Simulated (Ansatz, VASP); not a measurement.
Mg in VASP and in Ansatz

```
Mg
1.0
     3.15068    0.00000    0.00000
    -1.57534    2.72857    0.00000
     0.00000    0.00000    5.02416
Mg
2
Cartesian
  0.0000 1.8190 1.2560
  1.5753 0.9095 3.7681
```

Alike in both runs: task relaxation of cell and atoms; functional LDA; k mesh 12 × 12 × 8; occupations fermi-dirac, width 0.15 eV; no spin polarisation.

|  | VASP | Ansatz |
| --- | --- | --- |
| version | VASP 6.6.1 | Ansatz 0.2.0 |
| potentials or method | VASP PAW LDA potentials, release 64 (Mg), cutoff 600 eV | scalar-relativistic, plane waves, PAW |
| valence electrons in the cell | 4 | 20 |

|  | VASP | Ansatz | Ansatz less VASP |
| --- | --- | --- | --- |
| gap on the k mesh at the Fermi level, each at its own relaxed structure (eV) | none | none | - |
| relaxed volume (Å³/atom) | 21.47 | 21.65 | +0.173 |
| relaxed cell length with the largest relative difference (Å) | 3.138 | 3.147 | +0.0085 |

Ansatz warns that its potentials were made for another functional, while VASP's fit it. LDA's correlation is that of Perdew and Zunger in VASP and of Perdew and Wang (1992) in Ansatz. A gap of «none» marks a metal or a gap that the smearing closes. VASP's potentials hold 4 valence electrons a cell and Ansatz's 20, so a difference there can come from the potentials and not from the codes.
